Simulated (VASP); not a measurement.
# HfB2 (P6/mmm) in VASP: a series of runs

Runs on HfB2. Level: PBEsol. Tasks: electric field gradients.

All numbers are computed with VASP 6.6.1; they aren't measurements. Logs are shortened: lines on timing, memory, paths and dates and some standing lists are left out, and cuts for length are marked.

**1. The cell of the first run**

The structure is hexagonal, space group P6/mmm (No. 191). The conventional cell has a = 3.150 Å, b = 3.150 Å, c = 3.492 Å, α = 90.00°, β = 90.00°, γ = 120.00°. Within 3.3 Å of Hf (site symmetry 6/mmm) lie 12 B at 2.52 Å and 6 Hf at 3.15 Å. B (site symmetry -6m2) has 3 B at 1.82 Å within 2.4 Å.

**2. Electric field gradients, PBEsol (10.00 Å³/atom)**

Contents of INCAR:

```
SYSTEM = HfB2
PREC = Accurate ; ENCUT = 520
EDIFF = 1E-8 ; ISMEAR = -1
SIGMA = 0.05 ; LREAL = .False.
LASPH = .True. ; NELM = 100
ALGO = Normal ; ISIF = 2
LWAVE = .False. ; LCHARG = .False.
GGA = PS ; LEFG = .True.
NBANDS = 15
```

Contents of KPOINTS:

```
Automatic mesh
0
Gamma
  13 13 11
  0 0 0
```

Contents of POSCAR:

```
HfB2
1.0
    3.1504320712      0.0000000000      0.0000000000
   -1.5752160356      2.7283542065      0.0000000000
    0.0000000000      0.0000000000      3.4915615467
Hf B
1 2
Direct
    0.0000000000      0.0000000000      0.0000000000
    0.3333333333      0.6666666667      0.5000000000
    0.6666666667      0.3333333333      0.5000000000
```

Potentials or basis: VASP PAW PBE potentials, release 64 (Hf_pv, B).

The run is started by

```
> cat potpaw_PBE.64/Hf_pv/POTCAR potpaw_PBE.64/B/POTCAR > POTCAR
> mpirun -np 1 vasp_std > vasp.out
```

OUTCAR:

```text
SYSTEM = HfB2
   PREC = Accurate
   ENCUT = 520
   EDIFF = 1E-8
   ISMEAR = -1
   LREAL = .False.
   LASPH = .True.
   NELM = 100
   ISIF = 2
   GGA = PS

 ion  position               nearest neighbor table
   1  0.000  0.000  0.000-   2 2.52   3 2.52   2 2.52   3 2.52   2 2.52   2 2.52   3 2.52   3 2.52
                             3 2.52   3 2.52   2 2.52   2 2.52
   2  0.333  0.667  0.500-   3 1.82   3 1.82   3 1.82   1 2.52   1 2.52   1 2.52   1 2.52   1 2.52
                             1 2.52
   3  0.667  0.333  0.500-   2 1.82   2 1.82   2 1.82   1 2.52   1 2.52   1 2.52   1 2.52   1 2.52
                             1 2.52

  LATTYP: Found a hexagonal cell.
 ALAT       =     3.1504320712
 C/A-ratio  =     1.1082802193

  Lattice vectors:

 A1 = (   3.1504320712,   0.0000000000,   0.0000000000)
 A2 = (  -1.5752160356,   2.7283542065,   0.0000000000)
 A3 = (   0.0000000000,   0.0000000000,   3.4915615467)

Analysis of symmetry for initial positions (statically):
=====================================================================
 Subroutine PRICEL returns:
 Original cell was already a primitive cell.

 Routine SETGRP: Setting up the symmetry group for a
 hexagonal supercell.

 Subroutine GETGRP returns: Found 24 space group operations
 (whereof 24 operations were pure point group operations)
 out of a pool of 24 trial point group operations.

The static configuration has the point symmetry D_6h.

Analysis of symmetry for dynamics (positions and initial velocities):
=====================================================================
 Subroutine PRICEL returns:
 Original cell was already a primitive cell.

 Routine SETGRP: Setting up the symmetry group for a
 hexagonal supercell.

 Subroutine GETGRP returns: Found 24 space group operations
 (whereof 24 operations were pure point group operations)
 out of a pool of 24 trial point group operations.

The dynamic configuration has the point symmetry D_6h.

 Subroutine INISYM returns: Found 24 space group operations
 (whereof 24 operations are pure point group operations),
 and found     1 'primitive' translations

----------------------------------------------------------------------------------------

                                     Primitive cell

  volume of cell :      30.0117

  direct lattice vectors                    reciprocal lattice vectors
     3.150432071  0.000000000  0.000000000     0.317416779  0.183260663  0.000000000
    -1.575216036  2.728354207  0.000000000     0.000000000  0.366521325  0.000000000
     0.000000000  0.000000000  3.491561547     0.000000000  0.000000000  0.286404804

  length of vectors
     3.150432071  3.150432071  3.491561547     0.366521325  0.366521325  0.286404804

  position of ions in fractional coordinates (direct lattice)
     0.000000000  0.000000000  0.000000000
     0.333333333  0.666666667  0.500000000
     0.666666667  0.333333333  0.500000000

  ion indices of the primitive-cell ions
   primitive index   ion index
                 1           1
                 2           2
                 3           3

----------------------------------------------------------------------------------------

 KPOINTS: Automatic mesh

Automatic generation of k-mesh.
 Grid dimensions read from file:
 generate k-points for:   13   13   11

 Generating k-lattice:

  Cartesian coordinates                     Fractional coordinates (reciprocal lattice)
     0.024416675  0.014096974  0.000000000     0.076923077  0.000000000  0.000000000
     0.000000000  0.028193948  0.000000000     0.000000000  0.076923077  0.000000000
     0.000000000  0.000000000  0.026036800     0.000000000  0.000000000  0.090909091

  Length of vectors
     0.028193948  0.028193948  0.026036800

  Shift w.r.t. Gamma in fractional coordinates (k-lattice)
     0.000000000  0.000000000  0.000000000

 Subroutine IBZKPT returns following result:
[... 41 lines left out ...]
   ISTART =      0    job   : 0-new  1-cont  2-samecut
   ICHARG =      2    charge: 1-file 2-atom 10-const
   ISPIN  =      1    spin polarized calculation?
   LNONCOLLINEAR =      F non collinear calculations
   LSORBIT =      F    spin-orbit coupling
   LASPH  =      T    aspherical Exc in radial PAW
   ENCUT  =  520.0 eV  38.22 Ry    6.18 a.u.   5.86  5.86  6.49*2*pi/ulx,y,z
   NELM   =    100;   NELMIN=  2; NELMDL= -5     # of ELM steps
   EDIFF  = 0.1E-07   stopping-criterion for ELM
   LREAL  =      F    real-space projection
   EDIFFG = 0.1E-06   stopping-criterion for IOM
   NSW    =      0    number of steps for IOM
   IBRION =     -1    ionic relax: 0-MD 1-quasi-New 2-CG
   NFREE  =      0    steps in history (QN), initial steepest desc. (CG)
   ISIF   =      2    stress and relaxation
   ISYM   =      2    0-nonsym 1-usesym 2-fastsym
   POTIM  = 0.5000    time-step for ionic-motion
   TEBEG  =    0.0;   TEEND  =   0.0 temperature during run
   PSTRESS=    0.0 pullay stress
   NELECT =      16.0000    total number of electrons
   NUPDOWN=      -1.0000    fix difference up-down
   EMIN   =  10.00;   EMAX   =-10.00  energy-range for DOS
   EFERMI =   0.00;   METHOD = LEGACY
   ISMEAR =    -1;   SIGMA  =   0.05  broadening in eV -4-tet -1-fermi 0-gaus
   EFERMI_NEDOS =   21; number of points for ismear=-14 and -15
   IALGO  =     38    algorithm
   IMIX   =      4    mixing-type and parameters
     AMIX     =   0.40;   BMIX     =  1.00
     AMIX_MAG =   1.60;   BMIX_MAG =  1.00
  volume/ion in A,a.u.               =      10.00        67.51
  Fermi-wavevector in a.u.,A,eV,Ry     =   1.327449  2.508516 23.975123  1.762122
  Thomas-Fermi vector in A             =   2.456761
   LORBIT       =      0    0 simple, 1 ext, 2 COOP (PROOUT), +10 PAW based schemes
   GGA     = PS    functional components
   LHFCALC =     F    Hartree Fock is set to
   AEXX    =    0.0000 exact exchange contribution
   IVDW    =     0    specifies the selected vdW correction
   LEPSILON=     F    determine dielectric tensor
   LRPA    =     F    only Hartree local field effects (RPA)
 non-spin polarized calculation
  energy-cutoff  :      520.00
  volume of cell :       30.01
 maximum number of plane-waves:       824
 NGX is ok and might be reduce to    24
   NGX = 11   NGY = 11   NGZ = 13

 number of electron      15.9999998 magnetization

 Free energy of the ion-electron system (eV)
  ---------------------------------------------------
  ext. energy  EPLUGINS =         0.00000000
  ---------------------------------------------------
  free energy    TOTEN  =       -27.84923640 eV

  energy without entropy =      -27.84758403  energy(sigma->0) =      -27.84841022

 E-fermi :   7.5416     XC(G=0): -12.6349

 val. band max:        7.4788548622   @ k =   0.0769   0.0000   0.2727
 cond. band min:       7.5883030403   @ k =   0.3077   0.1538   0.0000
 fundamental gap:      0.1094481781
 Fermi energy:         7.5416224313

 k-point     1 :       0.0000    0.0000    0.0000
  band No.  band energies     occupation
      1     -23.1352      2.00000
      2     -22.6408      2.00000
      3     -22.6408      2.00000
      4      -6.1942      2.00000
      5       4.4565      2.00000
      6       4.6065      2.00000
      7       4.6065      2.00000
      8       4.7214      2.00000
      9      11.4163      0.00000
     10      11.4163      0.00000
     11      12.0832      0.00000
     12      12.0832      0.00000
     13      12.4283      0.00000
     14      12.4283      0.00000
[... 401 lines left out ...]
      2     -22.8077      2.00000
      3     -22.6768      2.00000
      4      -5.5780      2.00000
      5       3.3274      2.00000
      6       3.6395      2.00000
      7       4.5804      2.00000
      8       5.5588      2.00000
      9       9.6957      0.00000
     10      10.1317      0.00000
     11      12.0028      0.00000
     12      12.1603      0.00000
     13      12.9795      0.00000
     14      14.3347      0.00000
     15      14.7574      0.00000

 [... further k-points ...]
[... 5 lines left out ...]
  --------------------------------------------------------------------------------------
  -------------------------------------------------------------------------------------
  Total       -1.2406768     -1.2406768     -1.3999279      0.0000000      0.0000000     -0.0000000
  in kB      -66.2336482    -66.2336482    -74.7352797      0.0000000      0.0000000     -0.0000000
  external PRESSURE =     -69.0675253 kB  Pullay stress =       0.0000000 kB

 VOLUME and BASIS-vectors are now :
 -----------------------------------------------------------------------------
  energy-cutoff  :      520.00
  volume of cell :       30.01
      direct lattice vectors                 reciprocal lattice vectors
     3.150432071  0.000000000  0.000000000     0.317416779  0.183260663  0.000000000
    -1.575216036  2.728354207  0.000000000     0.000000000  0.366521325  0.000000000
     0.000000000  0.000000000  3.491561547     0.000000000  0.000000000  0.286404804

 POSITION                                       TOTAL-FORCE (eV/Angst)
 -----------------------------------------------------------------------------------
      0.00000      0.00000      0.00000         0.000000      0.000000      0.000000
     -0.00000      1.81890      1.74578        -0.000000      0.000000      0.000000
      1.57522      0.90945      1.74578         0.000000     -0.000000      0.000000
 -----------------------------------------------------------------------------------
    total drift:                               -0.000000      0.000000      0.000000

  FREE ENERGIE OF THE ION-ELECTRON SYSTEM (eV)
  ---------------------------------------------------
  free  energy   TOTEN  =       -27.8492364008 eV

  energy  without entropy=      -27.8475840342  energy(sigma->0) =      -27.84841022

 Electric field gradients (V/A^2)
---------------------------------------------------------------------
 ion       V_xx      V_yy      V_zz      V_xy      V_xz      V_yz
---------------------------------------------------------------------
   1     -39.845   -39.845    79.689     0.000    -0.000    -0.000
   2      -0.837    -0.837     1.674    -0.000     0.000     0.000
   3      -0.837    -0.837     1.674    -0.000     0.000    -0.000
---------------------------------------------------------------------

 Electric field gradients after diagonalization (V/A^2)
 (convention: |V_zz| > |V_xx| > |V_yy|)
----------------------------------------------------------------------
 ion       V_xx      V_yy      V_zz     asymmetry (V_yy - V_xx)/ V_zz
----------------------------------------------------------------------
   1     -39.845   -39.845    79.689       0.000
   2      -0.837    -0.837     1.674       0.000
   3      -0.837    -0.837     1.674       0.000
----------------------------------------------------------------------

           NMR quadrupolar parameters

 Cq : quadrupolar parameter    Cq=e*Q*V_zz/h
 eta: asymmetry parameters     (V_yy - V_xx)/ V_zz
 Q  : nuclear electric quadrupole moment in mb (millibarn)
----------------------------------------------------------------------
 ion       Cq(MHz)       eta       Q (mb)
----------------------------------------------------------------------
   1       0.193       0.000       1.000
   2       0.004       0.000       1.000
   3       0.004       0.000       1.000
----------------------------------------------------------------------
```

It took 89 s on 1 thread of Intel Xeon 8259CL, shared host; peak memory 0.19 GiB.

Results:

- Free energy: -27.8492 eV
- Pressure: -6.9 GPa
- Band gap on the k mesh: zero (bands 8 and 9 overlap by 1.01 eV)
- Largest electric field gradient by atom: Hf +79.7; B +1.7 V/Å²

Electric field gradients, principal values (V/Å²):
```tsv
atom	least	middle	greatest (by size)
1 Hf	-39.845	-39.845	79.689
2 B	-0.837	-0.837	1.674
3 B	-0.837	-0.837	1.674
```

Caveat: the cell stands under tension; without QUAD_EFG the Cq values of the log hold for a quadrupole moment of 1 mb, not for the nuclei; the PAW data sets were made with another functional, which shifts forces and pressure a little; spin-orbit coupling is left out, which moves the levels of the heavy elements.

**3. Electric field gradients, PBEsol (10.00 Å³/atom)**

Contents of INCAR:

```
ALGO = Normal
EDIFF = 1E-8
ENCUT = 520
GGA = PS
ISIF = 2
ISMEAR = -1
LASPH = True
LCHARG = False
LEFG = True
LREAL = False
LWAVE = False
NBANDS = 15
NELM = 60
PREC = Accurate
SIGMA = 0.05
```

Contents of KPOINTS:

```
k-points
0
Gamma
  13 13 11
```

POSCAR is that of step 2.

Potentials or basis: VASP PAW PBE potentials, release 64 (Hf_pv, B).

The run is started by

```
> cat potpaw_PBE.64/Hf_pv/POTCAR potpaw_PBE.64/B/POTCAR > POTCAR
> mpirun -np 1 vasp_std > vasp.out
```

OUTCAR:

```text
EDIFF = 1E-8
   ENCUT = 520
   GGA = PS
   ISIF = 2
   ISMEAR = -1
   LASPH = True
   LREAL = False
   NELM = 60
   PREC = Accurate

 ion  position               nearest neighbor table
   1  0.000  0.000  0.000-   2 2.52   3 2.52   2 2.52   3 2.52   2 2.52   2 2.52   3 2.52   3 2.52
                             3 2.52   3 2.52   2 2.52   2 2.52
   2  0.333  0.667  0.500-   3 1.82   3 1.82   3 1.82   1 2.52   1 2.52   1 2.52   1 2.52   1 2.52
                             1 2.52
   3  0.667  0.333  0.500-   2 1.82   2 1.82   2 1.82   1 2.52   1 2.52   1 2.52   1 2.52   1 2.52
                             1 2.52

  LATTYP: Found a hexagonal cell.
 ALAT       =     3.1504320712
 C/A-ratio  =     1.1082802193
[... 659 lines left out ...]
 ion       V_xx      V_yy      V_zz      V_xy      V_xz      V_yz
---------------------------------------------------------------------
   1     -39.845   -39.845    79.689     0.000    -0.000    -0.000
   2      -0.837    -0.837     1.674    -0.000     0.000     0.000
   3      -0.837    -0.837     1.674    -0.000     0.000    -0.000
---------------------------------------------------------------------

 Electric field gradients after diagonalization (V/A^2)
 (convention: |V_zz| > |V_xx| > |V_yy|)
----------------------------------------------------------------------
 ion       V_xx      V_yy      V_zz     asymmetry (V_yy - V_xx)/ V_zz
----------------------------------------------------------------------
   1     -39.845   -39.845    79.689       0.000
   2      -0.837    -0.837     1.674       0.000
   3      -0.837    -0.837     1.674       0.000
----------------------------------------------------------------------

           NMR quadrupolar parameters

 Cq : quadrupolar parameter    Cq=e*Q*V_zz/h
 eta: asymmetry parameters     (V_yy - V_xx)/ V_zz
 Q  : nuclear electric quadrupole moment in mb (millibarn)
----------------------------------------------------------------------
 ion       Cq(MHz)       eta       Q (mb)
----------------------------------------------------------------------
   1       0.193       0.000       1.000
   2       0.004       0.000       1.000
   3       0.004       0.000       1.000
----------------------------------------------------------------------
```

OSZICAR:

```text
N       E                     dE             d eps       ncg     rms          rms(c)
DAV:   1     0.257987565411E+02    0.25799E+02   -0.79664E+03  3780   0.101E+03
DAV:   2    -0.285429834821E+02   -0.54342E+02   -0.51096E+02  5047   0.218E+02
DAV:   3    -0.300420080742E+02   -0.14990E+01   -0.14933E+01  4879   0.263E+01
DAV:   4    -0.300480389315E+02   -0.60309E-02   -0.60294E-02  4480   0.209E+00
DAV:   5    -0.300480749731E+02   -0.36042E-04   -0.36042E-04  4900   0.142E-01    0.525E+01
DAV:   6    -0.279645584395E+02    0.20835E+01   -0.25336E+00  4606   0.114E+01    0.382E+01
DAV:   7    -0.279146363256E+02    0.49922E-01   -0.87498E-01  4865   0.684E+00    0.109E+01
DAV:   8    -0.278531781291E+02    0.61458E-01   -0.22724E-01  4410   0.359E+00    0.153E+00
DAV:   9    -0.278494617808E+02    0.37163E-02   -0.18701E-02  4403   0.109E+00    0.411E-01
DAV:  10    -0.278492316299E+02    0.23015E-03   -0.79266E-04  4802   0.237E-01    0.229E-01
DAV:  11    -0.278492385579E+02   -0.69280E-05   -0.58000E-05  4578   0.563E-02    0.897E-02
DAV:  12    -0.278492363314E+02    0.22265E-05   -0.35367E-06  4480   0.139E-02    0.775E-03
DAV:  13    -0.278492363802E+02   -0.48742E-07   -0.20880E-07  4921   0.357E-03    0.132E-03
DAV:  14    -0.278492363914E+02   -0.11235E-07   -0.20923E-08  4356   0.117E-03    0.972E-04
DAV:  15    -0.278492364037E+02   -0.12277E-07   -0.21253E-09  2205   0.373E-04    0.813E-04
DAV:  16    -0.278492364008E+02    0.28592E-08   -0.16194E-10  2030   0.111E-04
   1 F= -.27849236E+02 E0= -.27848410E+02  d E =-.165237E-02
```

stdout:

```text
POSCAR found type information on POSCAR HfB
 POSCAR found :  2 types and       3 ions
 scaLAPACK will be used
 -----------------------------------------------------------------------------
|                                                                             |
|                                                                             |
|     You enforced a specific xc type in the INCAR file but a different       |
|     I HOPE YOU KNOW WHAT YOU ARE DOING!                                     |
|                                                                             |
 -----------------------------------------------------------------------------

 LDA part: xc-table for (Slater+PW92), standard interpolation
 POSCAR, INCAR and KPOINTS ok, starting setup
 FFT: planning ... GRIDC
 FFT: planning ... GRID_SOFT
 FFT: planning ... GRID
 WAVECAR not read
 entering main loop
ion   1

ion   2

ion   3
```

Run time: 83 s. Hardware: 1 thread of Intel Xeon 8259CL, shared host; peak memory 0.19 GiB.

Results:

| Property | Result |
| --- | --- |
| Free energy | -27.8492 eV |
| Pressure | -6.9 GPa |
| Band gap on the k mesh | zero (bands 8 and 9 overlap by 1.01 eV) |
| Largest electric field gradient by atom | Hf +79.7; B +1.7 V/Å² |

Electric field gradients, principal values (V/Å²):
| atom | least | middle | greatest (by size) |
| --- | --- | --- | --- |
| 1 Hf | -39.845 | -39.845 | 79.689 |
| 2 B | -0.837 | -0.837 | 1.674 |
| 3 B | -0.837 | -0.837 | 1.674 |

Caveat: the cell stands under tension; without QUAD_EFG the Cq values of the log hold for a quadrupole moment of 1 mb, not for the nuclei; the PAW data sets were made with another functional, which shifts forces and pressure a little; spin-orbit coupling is left out, which moves the levels of the heavy elements.

(Part 1 of 2 ends here.)
